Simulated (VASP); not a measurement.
# RbBr (I4/mmm) in VASP: further runs

Runs on RbBr. Level: PBEsol. Tasks: single point.

Everything below comes from runs of VASP 6.6.1. Logs are shortened: lines on timing, memory, paths and dates and some standing lists are left out, and cuts for length are marked.

## (1) The cell of the first run

It takes space group I4/mmm (No. 139, tetragonal). Conventional cell: a = 4.847 Å, b = 4.847 Å, c = 6.684 Å, α = 90.00°, β = 90.00°, γ = 90.00°. Within 4.4 Å of Rb (site symmetry 4/mmm) lie 6 Br at 3.34 to 3.43 Å. Within 4.4 Å of Br (site symmetry 4/mmm) lie 6 Rb at 3.34 to 3.43 Å.

## (2) Single point, PBEsol (strain -0.0250 x Voigt [1, 0, 0, 0, 0, 0])

The input, INCAR:

```
PREC = Accurate
ENCUT = 520
EDIFF = 1E-7
ISMEAR = 0
SIGMA = 0.05
LREAL = False
LASPH = True
NELM = 80
ALGO = Normal
ISIF = 2
LWAVE = False
LCHARG = False
GGA = PS
NBANDS = 15
```

The input, KPOINTS:

```
regular mesh
0
Gamma
  6 6 6
```

The input, POSCAR:

```
RbBr
1.0
    0.0000000000      3.4275000000      3.4275000000
    3.3418125000      0.0000000000      3.4275000000
    3.3418125000      3.4275000000      0.0000000000
Rb Br
1 1
Direct
    0.0000000000      0.0000000000      0.0000000000
    0.5000000000      0.5000000000      0.5000000000
```

Potentials or basis: VASP PAW PBE potentials, release 64 (Rb_sv, Br).

On the command line:

```bash
$ cat potpaw_PBE.64/Rb_sv/POTCAR potpaw_PBE.64/Br/POTCAR > POTCAR
$ mpirun -np 1 vasp_std > vasp.out
```

OUTCAR:

```text
PREC = Accurate
   ENCUT = 520
   EDIFF = 1E-7
   ISMEAR = 0
   LREAL = False
   LASPH = True
   NELM = 80
   ISIF = 2
   GGA = PS

 ion  position               nearest neighbor table
   1  0.000  0.000  0.000-   2 3.34   2 3.34   2 3.43   2 3.43   2 3.43   2 3.43
   2  0.500  0.500  0.500-   1 3.34   1 3.34   1 3.43   1 3.43   1 3.43   1 3.43

  LATTYP: Found a body centered tetragonal cell.
 ALAT       =     4.8472169850
 C/A-ratio  =     1.3788582233

  Lattice vectors:

 A1 = (  -3.3418125000,   0.0000000000,  -3.4275000000)
 A2 = (  -3.3418125000,   0.0000000000,   3.4275000000)
 A3 = (   3.3418125000,   3.4275000000,   0.0000000000)

Analysis of symmetry for initial positions (statically):
=====================================================================
 Subroutine PRICEL returns:
 Original cell was already a primitive cell.

 Routine SETGRP: Setting up the symmetry group for a
 body centered tetragonal supercell.

 Subroutine GETGRP returns: Found 16 space group operations
 (whereof 16 operations were pure point group operations)
 out of a pool of 16 trial point group operations.

The static configuration has the point symmetry D_4h.

Analysis of symmetry for dynamics (positions and initial velocities):
=====================================================================
 Subroutine PRICEL returns:
 Original cell was already a primitive cell.

 Routine SETGRP: Setting up the symmetry group for a
 body centered tetragonal supercell.

 Subroutine GETGRP returns: Found 16 space group operations
 (whereof 16 operations were pure point group operations)
 out of a pool of 16 trial point group operations.

The dynamic configuration has the point symmetry D_4h.

 Subroutine INISYM returns: Found 16 space group operations
 (whereof 16 operations are pure point group operations),
 and found     1 'primitive' translations

----------------------------------------------------------------------------------------

                                     Primitive cell

  volume of cell :      78.5176

  direct lattice vectors                    reciprocal lattice vectors
     0.000000000  3.427500000  3.427500000    -0.149619406  0.145878920  0.145878920
     3.341812500  0.000000000  3.427500000     0.149619406 -0.145878920  0.145878920
     3.341812500  3.427500000  0.000000000     0.149619406  0.145878920 -0.145878920

  length of vectors
     4.847216985  4.787010240  4.787010240     0.254847573  0.254847573  0.254847573

  position of ions in fractional coordinates (direct lattice)
     0.000000000  0.000000000  0.000000000
     0.500000000  0.500000000  0.500000000

  ion indices of the primitive-cell ions
   primitive index   ion index
                 1           1
                 2           2

----------------------------------------------------------------------------------------

 KPOINTS: regular mesh

Automatic generation of k-mesh.
 Grid dimensions read from file:
 generate k-points for:    6    6    6

 Generating k-lattice:

  Cartesian coordinates                     Fractional coordinates (reciprocal lattice)
    -0.024936568  0.024313153  0.024313153     0.166666667 -0.000000000 -0.000000000
     0.024936568 -0.024313153  0.024313153     0.000000000  0.166666667  0.000000000
     0.024936568  0.024313153 -0.024313153     0.000000000  0.000000000  0.166666667

  Length of vectors
     0.042474595  0.042474595  0.042474595

  Shift w.r.t. Gamma in fractional coordinates (k-lattice)
     0.000000000  0.000000000  0.000000000

 Subroutine IBZKPT returns following result:
 ===========================================

 Found     30 irreducible k-points:

 Following reciprocal coordinates:
            Coordinates               Weight
  0.000000  0.000000  0.000000      1.000000
  0.166667  0.000000  0.000000      8.000000
  0.333333  0.000000  0.000000      8.000000
  0.500000  0.000000  0.000000      4.000000
  0.166667  0.166667  0.000000      4.000000
  0.333333  0.166667  0.000000     16.000000
[... 16 lines left out ...]
 -0.333333  0.500000  0.166667      4.000000
  0.333333 -0.333333  0.166667      8.000000
 [... further k-points ...]
   k-points           NKPTS =     30   k-points in BZ     NKDIM =     30   number of bands    NBANDS=     15
   number of dos      NEDOS =    301   number of ions     NIONS =      2
   total plane-waves  NPLWV =  46656
   dimension x,y,z NGX =    36 NGY =   36 NGZ =   36
   dimension x,y,z NGXF=    72 NGYF=   72 NGZF=   72
   ions per type =               1   1
   NGX,Y,Z   is equivalent  to a cutoff of  12.35, 12.50, 12.50 a.u.
   NGXF,Y,Z  is equivalent  to a cutoff of  24.69, 25.00, 25.00 a.u.
 SYSTEM =  unknown system
   PREC   = accura    normal or accurate (medium, high low for compatibility)
   ISTART =      0    job   : 0-new  1-cont  2-samecut
   ICHARG =      2    charge: 1-file 2-atom 10-const
   ISPIN  =      1    spin polarized calculation?
   LNONCOLLINEAR =      F non collinear calculations
   LSORBIT =      F    spin-orbit coupling
   LASPH  =      T    aspherical Exc in radial PAW
   ENCUT  =  520.0 eV  38.22 Ry    6.18 a.u.   9.01  8.90  8.90*2*pi/ulx,y,z
   NELM   =     80;   NELMIN=  2; NELMDL= -5     # of ELM steps
   EDIFF  = 0.1E-06   stopping-criterion for ELM
   LREAL  =      F    real-space projection
   EDIFFG = 0.1E-05   stopping-criterion for IOM
   NSW    =      0    number of steps for IOM
   IBRION =     -1    ionic relax: 0-MD 1-quasi-New 2-CG
   NFREE  =      0    steps in history (QN), initial steepest desc. (CG)
   ISIF   =      2    stress and relaxation
   ISYM   =      2    0-nonsym 1-usesym 2-fastsym
   POTIM  = 0.5000    time-step for ionic-motion
   TEBEG  =    0.0;   TEEND  =   0.0 temperature during run
   PSTRESS=    0.0 pullay stress
   NELECT =      16.0000    total number of electrons
   NUPDOWN=      -1.0000    fix difference up-down
   EMIN   =  10.00;   EMAX   =-10.00  energy-range for DOS
   EFERMI =   0.00;   METHOD = LEGACY
   ISMEAR =     0;   SIGMA  =   0.05  broadening in eV -4-tet -1-fermi 0-gaus
   EFERMI_NEDOS =   21; number of points for ismear=-14 and -15
   IALGO  =     38    algorithm
   IMIX   =      4    mixing-type and parameters
     AMIX     =   0.40;   BMIX     =  1.00
     AMIX_MAG =   1.60;   BMIX_MAG =  1.00
  volume/ion in A,a.u.               =      39.26       264.93
  Fermi-wavevector in a.u.,A,eV,Ry     =   0.963369  1.820503 12.627282  0.928079
  Thomas-Fermi vector in A             =   2.092908
   LORBIT       =      0    0 simple, 1 ext, 2 COOP (PROOUT), +10 PAW based schemes
   GGA     = PS    functional components
   LHFCALC =     F    Hartree Fock is set to
   AEXX    =    0.0000 exact exchange contribution
   IVDW    =     0    specifies the selected vdW correction
   LEPSILON=     F    determine dielectric tensor
   LRPA    =     F    only Hartree local field effects (RPA)
 non-spin polarized calculation
 Gauss-broadening in eV      SIGMA  =   0.05
  energy-cutoff  :      520.00
  volume of cell :       78.52
 maximum number of plane-waves:      2136
   NGX = 17   NGY = 17   NGZ = 17

 number of electron      16.0000001 magnetization

 Free energy of the ion-electron system (eV)
  ---------------------------------------------------
  ext. energy  EPLUGINS =         0.00000000
  ---------------------------------------------------
  free energy    TOTEN  =        -6.34978514 eV

  energy without entropy =       -6.34978514  energy(sigma->0) =       -6.34978514

 E-fermi :  -1.4740     XC(G=0):  -7.5085

 val. band max:       -1.7260637115   @ k =   0.0000   0.0000   0.0000
 cond. band min:       2.5167463974   @ k =   0.0000   0.0000   0.0000
 fundamental gap:      4.2428101089
 Fermi energy:        -1.4739882634

 k-point     1 :       0.0000    0.0000    0.0000
  band No.  band energies     occupation
      1     -26.0533      2.00000
      2     -13.9708      2.00000
      3     -10.1505      2.00000
      4     -10.1411      2.00000
      5     -10.1411      2.00000
      6      -1.7618      2.00000
      7      -1.7618      2.00000
      8      -1.7261      2.00000
      9       2.5167      0.00000
     10       5.3986      0.00000
     11       5.3986      0.00000
     12       5.5606      0.00000
     13       6.2936      0.00000
     14       6.4349      0.00000
     15       9.1080      0.00000

 k-point     2 :       0.1667    0.0000    0.0000
  band No.  band energies     occupation
      1     -26.0505      2.00000
      2     -13.9834      2.00000
      3     -10.1473      2.00000
      4     -10.1447      2.00000
      5     -10.1305      2.00000
      6      -2.0807      2.00000
      7      -1.8627      2.00000
      8      -1.8465      2.00000
      9       3.1824      0.00000
     10       5.3052      0.00000
     11       5.7440      0.00000
     12       5.8426      0.00000
     13       6.7122      0.00000
     14       6.8734      0.00000
     15      10.1477      0.00000

 k-point     3 :       0.3333    0.0000    0.0000
  band No.  band energies     occupation
      1     -26.0449      2.00000
      2     -14.0082      2.00000
      3     -10.1519      2.00000
      4     -10.1490      2.00000
      5     -10.1013      2.00000
      6      -2.5978      2.00000
      7      -2.0502      2.00000
      8      -2.0481      2.00000
      9       4.4387      0.00000
     10       5.4919      0.00000
     11       6.7037      0.00000
     12       6.7688      0.00000
     13       7.7545      0.00000
     14       7.9616      0.00000
     15       9.8975      0.00000
[... 343 lines left out ...]
 k-point    23 :      -0.3333    0.5000    0.1667
  band No.  band energies     occupation
      1     -26.0390      2.00000
      2     -13.9337      2.00000
      3     -10.3189      2.00000
      4     -10.2679      2.00000
      5     -10.1484      2.00000
      6      -2.2033      2.00000
      7      -2.1817      2.00000
      8      -1.9927      2.00000
      9       4.4390      0.00000
     10       6.1167      0.00000
     11       6.1440      0.00000
     12       7.2131      0.00000
     13       8.1659      0.00000
     14       9.2671      0.00000
     15       9.6393      0.00000

 k-point    24 :       0.3333   -0.3333    0.1667
  band No.  band energies     occupation
      1     -26.0399      2.00000
      2     -13.9705      2.00000
      3     -10.2502      2.00000
      4     -10.2427      2.00000
      5     -10.1069      2.00000
      6      -2.4624      2.00000
      7      -2.1324      2.00000
      8      -2.1145      2.00000
      9       5.2395      0.00000
     10       5.4726      0.00000
     11       6.7532      0.00000
     12       7.0161      0.00000
     13       8.4580      0.00000
     14       9.3296      0.00000
     15       9.4109      0.00000

 [... further k-points ...]
[... 5 lines left out ...]
  --------------------------------------------------------------------------------------
  -------------------------------------------------------------------------------------
  Total        0.4770786      0.0394396      0.0394396     -0.0000000      0.0000000     -0.0000000
  in kB        9.7349448      0.8047775      0.8047775     -0.0000000      0.0000000     -0.0000000
  external PRESSURE =       3.7815000 kB  Pullay stress =       0.0000000 kB

 VOLUME and BASIS-vectors are now :
 -----------------------------------------------------------------------------
  energy-cutoff  :      520.00
  volume of cell :       78.52
      direct lattice vectors                 reciprocal lattice vectors
     0.000000000  3.427500000  3.427500000    -0.149619406  0.145878920  0.145878920
     3.341812500  0.000000000  3.427500000     0.149619406 -0.145878920  0.145878920
     3.341812500  3.427500000  0.000000000     0.149619406  0.145878920 -0.145878920

 POSITION                                       TOTAL-FORCE (eV/Angst)
 -----------------------------------------------------------------------------------
      0.00000      0.00000      0.00000        -0.000000      0.000000     -0.000000
      3.34181      3.42750      3.42750         0.000000     -0.000000      0.000000
 -----------------------------------------------------------------------------------
    total drift:                                0.000000      0.000000      0.000000

  FREE ENERGIE OF THE ION-ELECTRON SYSTEM (eV)
  ---------------------------------------------------
  free  energy   TOTEN  =        -6.3497851374 eV

  energy  without entropy=       -6.3497851374  energy(sigma->0) =       -6.34978514
```

Run time: 36 s. Hardware: 1 thread of Intel Xeon Platinum 8259CL at 2.50GHz (Skylake/Cascade Lake), shared host; peak memory 0.22 GiB.

What came out:

| Item | Value |
| --- | --- |
| Free energy | -6.3498 eV |
| Pressure | 0.4 GPa |
| Band gap on the k mesh | 4.24 eV, direct |

Caveat: the cell differs from its parent crystal (strain -0.0250 x Voigt [1, 0, 0, 0, 0, 0]); the PAW data sets were made with another functional, which shifts forces and pressure a little.

## (3) Single point, PBEsol (strain +0.0250 x Voigt [1, 0, 0, 0, 0, 0])

The input, INCAR:

```
SYSTEM = RbBr
  PREC = Accurate
  ENCUT = 520
  EDIFF = 1E-6
  ISMEAR = 0
  SIGMA = 0.05
  LREAL = .FALSE.
  LASPH = .TRUE.
  NELM = 100
  ALGO = Normal
  ISIF = 2
  LWAVE = .FALSE.
  LCHARG = .FALSE.
  GGA = PS
  NBANDS = 15
```

The input, KPOINTS:

```
regular mesh
0
G
  6 6 6
  0 0 0
```

The input, POSCAR:

```
RbBr
1.0
    0.0000000000      3.4275000000      3.4275000000
    3.5131875000      0.0000000000      3.4275000000
    3.5131875000      3.4275000000      0.0000000000
Rb Br
1 1
Direct
    0.0000000000      0.0000000000      0.0000000000
    0.5000000000      0.5000000000      0.5000000000
```

Potentials or basis: VASP PAW PBE potentials, release 64 (Rb_sv, Br).

On the command line:

```bash
$ cat potpaw_PBE.64/Rb_sv/POTCAR potpaw_PBE.64/Br/POTCAR > POTCAR
$ mpirun -np 1 vasp_std > vasp.out
```

OUTCAR:

```text
SYSTEM = RbBr
   PREC = Accurate
   ENCUT = 520
   EDIFF = 1E-6
   ISMEAR = 0
   LREAL = .FALSE.
   LASPH = .TRUE.
   NELM = 100
   ISIF = 2
   GGA = PS

 ion  position               nearest neighbor table
   1  0.000  0.000  0.000-   2 3.43   2 3.43   2 3.43   2 3.43   2 3.51   2 3.51
   2  0.500  0.500  0.500-   1 3.43   1 3.43   1 3.43   1 3.43   1 3.51   1 3.51

  LATTYP: Found a body centered tetragonal cell.
 ALAT       =     4.8472169850
 C/A-ratio  =     1.4495689014

  Lattice vectors:

 A1 = (   3.5131875000,   0.0000000000,   3.4275000000)
 A2 = (   3.5131875000,   0.0000000000,  -3.4275000000)
[... 611 lines left out ...]
     13       8.1758      0.00000
     14       8.6602      0.00000
     15       8.6813      0.00000

 [... further k-points ...]
[... 5 lines left out ...]
  --------------------------------------------------------------------------------------
  -------------------------------------------------------------------------------------
  Total       -0.3672247     -0.0666454     -0.0666454      0.0000000      0.0000000      0.0000000
  in kB       -7.1278126     -1.2935829     -1.2935829      0.0000000      0.0000000      0.0000000
  external PRESSURE =      -3.2383261 kB  Pullay stress =       0.0000000 kB

 VOLUME and BASIS-vectors are now :
 -----------------------------------------------------------------------------
  energy-cutoff  :      520.00
  volume of cell :       82.54
      direct lattice vectors                 reciprocal lattice vectors
     0.000000000  3.427500000  3.427500000    -0.142320898  0.145878920  0.145878920
     3.513187500  0.000000000  3.427500000     0.142320898 -0.145878920  0.145878920
     3.513187500  3.427500000  0.000000000     0.142320898  0.145878920 -0.145878920

 POSITION                                       TOTAL-FORCE (eV/Angst)
 -----------------------------------------------------------------------------------
      0.00000      0.00000      0.00000        -0.000000      0.000000     -0.000000
      3.51319      3.42750      3.42750         0.000000      0.000000      0.000000
 -----------------------------------------------------------------------------------
    total drift:                                0.000000      0.000000      0.000000

  FREE ENERGIE OF THE ION-ELECTRON SYSTEM (eV)
  ---------------------------------------------------
  free  energy   TOTEN  =        -6.3505216332 eV

  energy  without entropy=       -6.3505216332  energy(sigma->0) =       -6.35052163
```

OSZICAR:

```text
N       E                     dE             d eps       ncg     rms          rms(c)
DAV:   1     0.823352295133E+02    0.82335E+02   -0.64832E+03   900   0.903E+02
DAV:   2    -0.407942208815E+00   -0.82743E+02   -0.75536E+02  1289   0.162E+02
DAV:   3    -0.639967268553E+01   -0.59917E+01   -0.59589E+01  1230   0.445E+01
DAV:   4    -0.655986854196E+01   -0.16020E+00   -0.16017E+00  1304   0.700E+00
DAV:   5    -0.656170744237E+01   -0.18389E-02   -0.18389E-02  1260   0.621E-01    0.266E+00
DAV:   6    -0.635699335475E+01    0.20471E+00   -0.24668E-01  1103   0.228E+00    0.173E+00
DAV:   7    -0.633946242911E+01    0.17531E-01   -0.10529E-01  1180   0.159E+00    0.895E-01
DAV:   8    -0.634978144181E+01   -0.10319E-01   -0.13226E-02   968   0.651E-01    0.107E-01
DAV:   9    -0.635011587526E+01   -0.33443E-03   -0.60893E-04  1243   0.123E-01    0.611E-02
DAV:  10    -0.635051055556E+01   -0.39468E-03   -0.50921E-04   921   0.118E-01    0.212E-02
DAV:  11    -0.635051466239E+01   -0.41068E-05   -0.24797E-05  1241   0.260E-02    0.867E-03
DAV:  12    -0.635052139481E+01   -0.67324E-05   -0.10926E-05   928   0.172E-02    0.144E-03
DAV:  13    -0.635052163319E+01   -0.23838E-06   -0.30996E-07  1031   0.333E-03
   1 F= -.63505216E+01 E0= -.63505216E+01  d E =-.626564E-13
```

stdout:

```text
POSCAR found type information on POSCAR RbBr
 POSCAR found :  2 types and       2 ions
 scaLAPACK will be used
 -----------------------------------------------------------------------------
|                                                                             |
|                                                                             |
|     You enforced a specific xc type in the INCAR file but a different       |
|     I HOPE YOU KNOW WHAT YOU ARE DOING!                                     |
|                                                                             |
 -----------------------------------------------------------------------------

 LDA part: xc-table for (Slater+PW92), standard interpolation
 POSCAR, INCAR and KPOINTS ok, starting setup
 FFT: planning ... GRIDC
 FFT: planning ... GRID_SOFT
 FFT: planning ... GRID
 WAVECAR not read
 entering main loop
```

Run time: 44 s. Hardware: 1 thread of Intel Xeon Platinum 8259CL at 2.50GHz (Skylake/Cascade Lake), shared host; peak memory 0.24 GiB.

Results:

```yaml
Free_energy: -6.3505 eV
Pressure: -0.3 GPa
Band_gap_on_the_k_mesh: 4.15 eV, direct
```

Levels at points of the mesh, in eV from the valence-band top:
```csv
k point,band 4,band 5,band 6,band 7,band 8,band 9,band 10,band 11,band 12,band 13
"(0.00, 0.00, 0.00)",-8.50,-8.50,-0.02,0.00,0.00,4.15,7.09,7.24,7.24,8.00
"(0.50, 0.00, 0.00)",-8.50,-8.46,-0.98,-0.35,-0.35,6.60,7.52,9.34,9.37,9.90
"(0.50, 0.50, 0.00)",-8.58,-8.56,-0.47,-0.18,-0.17,5.51,6.93,8.95,9.11,9.27
"(0.00, 0.50, 0.50)",-8.56,-8.56,-0.51,-0.15,-0.15,5.53,6.89,8.85,9.06,9.26
```

Caveat: the cell differs from its parent crystal (strain +0.0250 x Voigt [1, 0, 0, 0, 0, 0]); the PAW data sets were made with another functional, which shifts forces and pressure a little.

(Continued in part 2 of 2.)
